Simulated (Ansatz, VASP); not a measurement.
# YAlC4N4: VASP beside Ansatz

```
Y Al C N
1.0
     6.23144    0.00000    0.00000
     0.00000    6.23144    0.00000
     0.00000    0.00000    6.23144
Y Al C N
1 1 4 4
Direct
  0.50000 0.50000 0.50000
  0.00000 0.00000 0.00000
  0.18141 0.18141 0.18141
  0.18141 0.81859 0.81859
  0.81859 0.18141 0.81859
  0.81859 0.81859 0.18141
  0.29114 0.29114 0.29114
  0.29114 0.70886 0.70886
  0.70886 0.29114 0.70886
  0.70886 0.70886 0.29114
```

Alike in both runs: task relaxation of cell and atoms; functional PBE; k mesh 6 × 6 × 6; occupations gaussian, width 0.1 eV; no spin polarisation.

```csv
,VASP,Ansatz
version,VASP 6.6.1,Ansatz 0.2.0
potentials or method,"VASP PAW PBE potentials, release 64 (Y_sv, Al, C, N), cutoff 600 eV","scalar-relativistic, plane waves, PAW"
valence electrons in the cell,50,50
```

Ansatz gave:

* gap on the k mesh at the Fermi level, each at its own relaxed structure (eV): none
* relaxed volume (Å³/atom): 24.31
* relaxed cell length with the largest relative difference (Å): 6.241

Estimate VASP's values.

gap on the k mesh at the Fermi level, each at its own relaxed structure (eV): none; relaxed volume (Å³/atom): 24.25; relaxed cell length with the largest relative difference (Å): 6.236.

A gap of «none» marks a metal or a gap that the smearing closes.

Noted on VASP's run: the standard files for N, O and F lose accuracy on very short bonds.
